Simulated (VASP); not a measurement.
Wanted: the native input for a VASP 6.6.1 run.

```
Task                   : single point
Functional             : PBE
Potentials or basis    : VASP PAW PBE potentials, release 64 (Ti_sv)
Cutoff                 : 520 eV
k mesh                 : 18 × 18 × 18
Occupations            : fermi-dirac, width 0.1 eV
Spin                   : no spin polarisation
Dipole correction      : no
Further INCAR settings : ALGO = Normal; EDIFF = 1e-07; NBANDS = 12
```

The structure of Ti lies in POSCAR:

```
Ti
1.0
   -1.5021414118      1.5021414118      1.5021414118
    1.5021414118     -1.5021414118      1.5021414118
    1.5021414118      1.5021414118     -1.5021414118
Ti
1
Direct
    0.0000000000      0.0000000000      0.0000000000
```

These files were run (other wordings do the same):

INCAR

```
PREC     = Accurate       # precision mode
ENCUT    = 520            # plane-wave cutoff, eV
EDIFF    = 1E-7           # SCF threshold, eV
ISMEAR   = -1             # smearing method
SIGMA    = 0.1            # smearing width, eV
LREAL    = F              # projectors in reciprocal space
LASPH    = T              # aspherical terms in the spheres
NELM     = 60             # most SCF steps
ALGO     = Normal         # electronic algorithm
ISIF     = 2              # what is computed and relaxed
LWAVE    = F              # write WAVECAR
LCHARG   = T              # write CHGCAR
GGA      = PE             # functional
LELF     = T              # ELF
LVHAR    = T            
NBANDS   = 12             # bands
```

KPOINTS

```
Automatic mesh
0
Gamma
  18 18 18
```

Potentials or basis: VASP PAW PBE potentials, release 64 (Ti_sv).

The run is started by

```sh
$ cat potpaw_PBE.64/Ti_sv/POTCAR > POTCAR
$ mpirun -np 1 vasp_std > vasp.out
```

It gave:

* Pressure: 37.3 GPa
* Band gap on the k mesh: zero (band 6 reaches 12.11 eV, above the bottom of band 7 at 10.15 eV)

It took 64 s on 1 thread of Intel Xeon 6975P-C, on a shared host, peak memory 0.15 GiB.
